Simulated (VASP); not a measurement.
# BN (R3m) in VASP: relaxation of cell and atoms with PBEsol-based global hybrid with 25 % exact exchange

Aim: the relaxation of cell and atoms of BN with PBEsol-based global hybrid with 25 % exact exchange.

Everything below comes from runs of VASP 6.6.1. Logs are shortened: lines on timing, memory, paths and dates and some standing lists are left out, and cuts for length are marked.

## Step 1: The cell of the first run

Symmetry: R3m, No. 160, trigonal system. Conventional cell: a = 2.502 Å, b = 2.502 Å, c = 10.119 Å, α = 90.00°, β = 90.00°, γ = 120.00°. Within 1.9 Å of N (site symmetry 3m) lie 3 B at 1.44 Å. Within 1.9 Å of B (site symmetry 3m) lie 3 N at 1.44 Å.

## Step 2: Relaxation of cell and atoms, PBEsol-based global hybrid with 25 % exact exchange

File POSCAR:

```
BN
1.0
    1.2511217832      0.7223354983      3.3729344033
   -1.2511217832      0.7223354983      3.3729344033
    0.0000000000     -1.4446709966      3.3729344033
N B
1 1
Direct
    0.6672382000      0.6672382000      0.6672382000
    0.0003288000      0.0003288000      0.0003288000
```

File INCAR.step1:

```
SYSTEM = BN
PREC     = Accurate       ! precision mode
ENCUT    = 600            ! plane-wave cutoff, eV
EDIFF    = 1E-5           ! SCF threshold, eV
ISMEAR   = -1             ! smearing method
SIGMA    = 0.05           ! smearing width, eV
LREAL    = .False.        ! projectors in reciprocal space
LASPH    = .True.         ! aspherical terms in the spheres
NELM     = 120            ! most SCF steps
ALGO     = Normal         ! electronic algorithm
LWAVE    = .True.         ! write WAVECAR
LCHARG   = .False.        ! write CHGCAR
GGA      = PE             ! functional
NBANDS   = 11             ! bands
GGA_COMPAT= .False.      
IBRION   = 2              ! ionic algorithm
ISIF     = 3              ! what is computed and relaxed
EDIFFG   = -0.005         ! ionic threshold
NELMIN   = 4            
NSW      = 100            ! ionic steps
```

File INCAR.step2:

```
SYSTEM = BN
PREC     = Accurate       ! precision mode
ENCUT    = 600            ! plane-wave cutoff, eV
EDIFF    = 1E-7           ! SCF threshold, eV
ISMEAR   = -1             ! smearing method
SIGMA    = 0.05           ! smearing width, eV
LREAL    = .False.        ! projectors in reciprocal space
LASPH    = .True.         ! aspherical terms in the spheres
NELM     = 120            ! most SCF steps
ALGO     = Normal         ! electronic algorithm
ISIF     = 3              ! what is computed and relaxed
LWAVE    = .False.        ! write WAVECAR
LCHARG   = .False.        ! write CHGCAR
GGA      = PS             ! functional
LHFCALC  = .True.         ! exact exchange
AEXX     = 0.25           ! exact-exchange fraction
PRECFOCK = Normal       
IBRION   = 2              ! ionic algorithm
NSW      = 60             ! ionic steps
EDIFFG   = -0.01          ! ionic threshold
ISTART   = 1            
GGA_COMPAT= .False.      
NELMIN   = 4
```

File KPOINTS:

```
regular mesh
0
Gamma
  6 6 6
  0 0 0
```

Potentials or basis: VASP PAW PBE potentials, release 64 (N, B).

On the command line:

```sh
$ cat potpaw_PBE.64/N/POTCAR potpaw_PBE.64/B/POTCAR > POTCAR
$ cp INCAR.step1 INCAR
$ mpirun -np 1 vasp_std > vasp.out
$ cp INCAR.step2 INCAR
$ mpirun -np 1 vasp_std > vasp.out
```

OUTCAR:

```text
SYSTEM = BN
   PREC = Accurate
   ENCUT = 600
   EDIFF = 1E-7
   ISMEAR = -1
   LREAL = .False.
   LASPH = .True.
   NELM = 120
   ISIF = 3
   GGA = PS
   LHFCALC = .True.
   AEXX = 0.25
   PRECFOCK = Normal
   IBRION = 2
   NSW = 60
   EDIFFG = -0.01
   ISTART = 1
   NELMIN = 4

 ion  position               nearest neighbor table
   1  0.667  0.667  0.667-   2 1.44   2 1.44   2 1.44
   2  0.000  0.000  0.000-   1 1.44   1 1.44   1 1.44

  LATTYP: Found a trigonal (rhomboedric) cell.
 ALAT       =     3.6692997666
 COS(alpha) =     0.7674786797

  Lattice vectors:

 A1 = (   1.2511217832,   0.7223354983,   3.3729344033)
 A2 = (  -1.2511217832,   0.7223354983,   3.3729344033)
 A3 = (   0.0000000000,  -1.4446709966,   3.3729344033)

Analysis of symmetry for initial positions (statically):
=====================================================================
 Subroutine PRICEL returns:
 Original cell was already a primitive cell.

 Routine SETGRP: Setting up the symmetry group for a
 trigonal (rhombohedral) supercell.

 Subroutine GETGRP returns: Found  6 space group operations
 (whereof  6 operations were pure point group operations)
 out of a pool of 12 trial point group operations.

The static configuration has the point symmetry C_3v.

Analysis of symmetry for dynamics (positions and initial velocities):
=====================================================================
 Subroutine PRICEL returns:
 Original cell was already a primitive cell.

 Routine SETGRP: Setting up the symmetry group for a
 trigonal (rhombohedral) supercell.

 Subroutine GETGRP returns: Found  6 space group operations
 (whereof  6 operations were pure point group operations)
 out of a pool of 12 trial point group operations.

The dynamic configuration has the point symmetry C_3v.

 Subroutine INISYM returns: Found  6 space group operations
 (whereof  6 operations are pure point group operations),
 and found     1 'primitive' translations

----------------------------------------------------------------------------------------

                                     Primitive cell

  volume of cell :      18.2893

  direct lattice vectors                    reciprocal lattice vectors
     1.251121783  0.722335498  3.372934403     0.399641351  0.230733042  0.098825916
    -1.251121783  0.722335498  3.372934403    -0.399641351  0.230733042  0.098825916
     0.000000000 -1.444670997  3.372934403     0.000000000 -0.461466083  0.098825916

  length of vectors
     3.669299767  3.669299767  3.669299767     0.471929558  0.471929558  0.471929558

  position of ions in fractional coordinates (direct lattice)
     0.667238200  0.667238200  0.667238200
     0.000328800  0.000328800  0.000328800

  ion indices of the primitive-cell ions
   primitive index   ion index
                 1           1
                 2           2

----------------------------------------------------------------------------------------

 KPOINTS: regular mesh

Automatic generation of k-mesh.
 Grid dimensions read from file:
 generate k-points for:    6    6    6

 Generating k-lattice:

  Cartesian coordinates                     Fractional coordinates (reciprocal lattice)
     0.066606892  0.038455507  0.016470986     0.166666667  0.000000000  0.000000000
    -0.066606892  0.038455507  0.016470986     0.000000000  0.166666667  0.000000000
     0.000000000 -0.076911014  0.016470986     0.000000000  0.000000000  0.166666667

  Length of vectors
     0.078654926  0.078654926  0.078654926

  Shift w.r.t. Gamma in fractional coordinates (k-lattice)
     0.000000000  0.000000000  0.000000000

 Subroutine IBZKPT returns following result:
 ===========================================

 Found     32 irreducible k-points:

 Following reciprocal coordinates:
            Coordinates               Weight
  0.000000  0.000000  0.000000      1.000000
  0.166667 -0.000000  0.000000      6.000000
  0.333333 -0.000000  0.000000      6.000000
  0.500000 -0.000000 -0.000000      3.000000
  0.166667  0.166667  0.000000      6.000000
  0.333333  0.166667  0.000000     12.000000
[... 16 lines left out ...]
  0.500000  0.500000  0.166667      6.000000
 -0.333333  0.500000  0.166667     12.000000
 [... further k-points ...]
   k-points           NKPTS =     32   k-points in BZ     NKDIM =    216   number of bands    NBANDS=      8
   number of dos      NEDOS =    301   number of ions     NIONS =      2
   total plane-waves  NPLWV =  27000
   dimension x,y,z NGX =    30 NGY =   30 NGZ =   30
   dimension x,y,z NGXF=    60 NGYF=   60 NGZF=   60
   ions per type =               1   1
   NGX,Y,Z   is equivalent  to a cutoff of  13.59, 13.59, 13.59 a.u.
   NGXF,Y,Z  is equivalent  to a cutoff of  27.18, 27.18, 27.18 a.u.
 SYSTEM =  BN
   PREC   = accura    normal or accurate (medium, high low for compatibility)
   ISTART =      1    job   : 0-new  1-cont  2-samecut
   ICHARG =      0    charge: 1-file 2-atom 10-const
   ISPIN  =      1    spin polarized calculation?
   LNONCOLLINEAR =      F non collinear calculations
   LSORBIT =      F    spin-orbit coupling
   LASPH  =      T    aspherical Exc in radial PAW
   ENCUT  =  600.0 eV  44.10 Ry    6.64 a.u.   7.33  7.33  7.33*2*pi/ulx,y,z
   NELM   =    120;   NELMIN=  4; NELMDL=  0     # of ELM steps
   EDIFF  = 0.1E-06   stopping-criterion for ELM
   LREAL  =      F    real-space projection
   EDIFFG = -.1E-01   stopping-criterion for IOM
   NSW    =     60    number of steps for IOM
   IBRION =      2    ionic relax: 0-MD 1-quasi-New 2-CG
   NFREE  =      1    steps in history (QN), initial steepest desc. (CG)
   ISIF   =      3    stress and relaxation
   ISYM   =      3    0-nonsym 1-usesym 2-fastsym
   POTIM  = 0.5000    time-step for ionic-motion
   TEBEG  =    0.0;   TEEND  =   0.0 temperature during run
   PSTRESS=    0.0 pullay stress
   NELECT =       8.0000    total number of electrons
   NUPDOWN=      -1.0000    fix difference up-down
   EMIN   =  10.00;   EMAX   =-10.00  energy-range for DOS
   EFERMI =   0.00;   METHOD = LEGACY
   ISMEAR =    -1;   SIGMA  =   0.05  broadening in eV -4-tet -1-fermi 0-gaus
   EFERMI_NEDOS =   21; number of points for ismear=-14 and -15
   IALGO  =     38    algorithm
   IMIX   =      1    mixing-type and parameters
     AMIX     =   0.40;   BMIX     =  1.00
     AMIX_MAG =   1.60;   BMIX_MAG =  1.00
  volume/ion in A,a.u.               =       9.14        61.71
  Fermi-wavevector in a.u.,A,eV,Ry     =   1.242717  2.348395 21.012099  1.544346
  Thomas-Fermi vector in A             =   2.377059
   LORBIT       =      0    0 simple, 1 ext, 2 COOP (PROOUT), +10 PAW based schemes
   GGA     = PS    functional components
   LHFCALC =     T    Hartree Fock is set to
   PRECFOCK=normal    Normal, Fast or Accurate (Low or Medium for compatibility)
   ENCUT4O =  -1.0   cutoff for four orbital integrals eV
   NKREDX  =     1    reduce k-point grid by
   NKREDY  =     1    reduce k-point grid by
   NKREDZ  =     1    reduce k-point grid by
   AEXX    =    0.2500 exact exchange contribution
   HFSCREEN=    0.0000 screening length (either q_TF or 0.3 A-1)
   HFSCREENC=   0.0000 screening length for correlation (either q_TF or 0.3 A-1)
   ENCUTFOCK=  -1.0 apply spherical cutoff to Coloumb kernel
   IVDW    =     0    specifies the selected vdW correction
   LEPSILON=     F    determine dielectric tensor
   LRPA    =     F    only Hartree local field effects (RPA)
 conjugate gradient relaxation of ions
 non-spin polarized calculation
  energy-cutoff  :      600.00
  volume of cell :       18.29
 maximum number of plane-waves:       620
 NGX is ok and might be reduce to    30
  NGX = 24; NGY = 24; NGZ = 24

--------------------------------------- Ionic step        1  -------------------------------------------

 number of electron       8.0000000 magnetization

 Free energy of the ion-electron system (eV)
  ---------------------------------------------------
  ext. energy  EPLUGINS =         0.00000000
  ---------------------------------------------------
  free energy    TOTEN  =       -21.87841852 eV

  energy without entropy =      -21.87841852  energy(sigma->0) =      -21.87841852

------------------------ aborting loop because EDIFF is reached ----------------------------------------

  FORCE on cell =-STRESS in cart. coord.  units (eV):
  Direction    XX          YY          ZZ          XY          YZ          ZX
  --------------------------------------------------------------------------------------
  -------------------------------------------------------------------------------------
  Total       -0.5714876     -0.5714876      0.0180254      0.0000000      0.0000000      0.0000000
  in kB      -50.0633228    -50.0633228      1.5790556      0.0000000      0.0000000      0.0000000
  external PRESSURE =     -32.8491966 kB  Pullay stress =       0.0000000 kB
[... 57 lines left out ...]
  energy  without entropy=      -21.8697292256  energy(sigma->0) =      -21.86972923

--------------------------------------- Ionic step        3  -------------------------------------------

 number of electron       8.0000000 magnetization

 Free energy of the ion-electron system (eV)
  ---------------------------------------------------
  ext. energy  EPLUGINS =         0.00000000
  ---------------------------------------------------
  free energy    TOTEN  =       -21.88102689 eV

  energy without entropy =      -21.88102689  energy(sigma->0) =      -21.88102689

 E-fermi :   1.9740     XC(G=0):  -8.0654

 val. band max:        0.9127813725   @ k =  -0.3333   0.3333   0.0000
 cond. band min:       7.1601459260   @ k =   0.5000   0.5000  -0.0000
 fundamental gap:      6.2473645534
 Fermi energy:         1.9739959917

 k-point     1 :       0.0000    0.0000    0.0000
  band No.  band energies     occupation
      1     -18.7539      2.00000
      2      -3.7959      2.00000
      3      -0.6111      2.00000
      4      -0.6111      2.00000
      5       7.7984      0.00000
      6      15.2181      0.00000
      7      15.2181      0.00000
      8      17.2323      0.00000
[... 243 lines left out ...]
 k-point    24 :      -0.3333    0.5000    0.1667
  band No.  band energies     occupation
      1     -15.2440      2.00000
      2      -8.0252      2.00000
      3      -5.0358      2.00000
      4      -0.7915      2.00000
      5       8.4291      0.00000
      6      15.5226      0.00000
      7      17.0301      0.00000
      8      19.7570      0.00000

 [... further k-points ...]

------------------------ aborting loop because EDIFF is reached ----------------------------------------

  FORCE on cell =-STRESS in cart. coord.  units (eV):
  Direction    XX          YY          ZZ          XY          YZ          ZX
  --------------------------------------------------------------------------------------
  -------------------------------------------------------------------------------------
  Total       -0.0044587     -0.0044587      0.0184261      0.0000000      0.0000000      0.0000000
  in kB       -0.3940569     -0.3940569      1.6284913      0.0000000      0.0000000      0.0000000
  external PRESSURE =       0.2801258 kB  Pullay stress =       0.0000000 kB
[... 17 lines left out ...]
  FREE ENERGIE OF THE ION-ELECTRON SYSTEM (eV)
  ---------------------------------------------------
  free  energy   TOTEN  =       -21.8810268870 eV

  energy  without entropy=      -21.8810268869  energy(sigma->0) =      -21.88102689

 reached required accuracy - stopping structural energy minimisation
```

Run time: 59 min. Hardware: 1 thread of Intel Xeon Platinum 8259CL at 2.50GHz (Skylake/Cascade Lake), shared host; peak memory 0.17 GiB.

What came out:

```yaml
Free_energy: -21.8810 eV
Relaxed_volume: 9.06 Å³/atom
Relaxed_cell: a = 3.667 Å, b = 3.667 Å, c = 3.667 Å, α = 39.71°, β = 39.71°, γ = 39.71°
Space_group_after_relaxing_to_0.1_Å: R3m (No. 160)
Energy_gained_by_relaxing: 1.3 meV/atom
Ionic_steps: 3
Pressure_after_relaxing: 0.0 GPa
Largest_force_after_relaxing: 0.004 eV/Å
Band_gap_on_the_k_mesh: 6.25 eV (least direct gap 6.84 eV)
```

Forces in eV/Å, atoms in the order of the input:
```
N    0.000  0.000 -0.004
B    0.000  0.000  0.004
```

The path:
| step | energy change (eV) | largest force (eV/Å) | pressure (GPa) | volume (Å³) |
| --- | --- | --- | --- | --- |
| 1 | 0.0000 | 0.0062 | -3.28 | 18.29 |
| 2 | 0.0087 | 0.0002 | 7.37 | 17.80 |
| 3 | -0.0026 | 0.0043 | 0.03 | 18.13 |

Final structure:
```yaml
crystal:
  lattice:
    - [1.24552, 0.71910, 3.37341]
    - [-1.24552, 0.71910, 3.37341]
    - [0.00000, -1.43820, 3.37341]
  atoms:
    - { symbol: N, position: [0.66723, 0.66723, 0.66723] }
    - { symbol: B, position: [0.00034, 0.00034, 0.00034] }
```

Levels at points of the mesh, in eV from the valence-band top:
| k point | band 2 | band 3 | band 4 | band 5 | band 6 | band 7 |
| --- | --- | --- | --- | --- | --- | --- |
| (0.00, 0.00, 0.00) | -4.71 | -1.52 | -1.52 | 6.89 | 14.31 | 14.31 |
| (0.50, 0.00, 0.00) | -9.95 | -4.59 | -0.67 | 7.42 | 12.36 | 15.20 |
| (0.50, 0.50, 0.00) | -9.82 | -4.66 | -1.31 | 6.25 | 12.36 | 16.55 |
| (0.50, 0.50, 0.50) | -6.88 | -1.54 | -1.54 | 12.47 | 14.23 | 14.23 |

Caveat: the k points lie up to 0.50 Å⁻¹ apart in the final cell; the PAW data sets were made with another functional, which shifts forces and pressure a little.
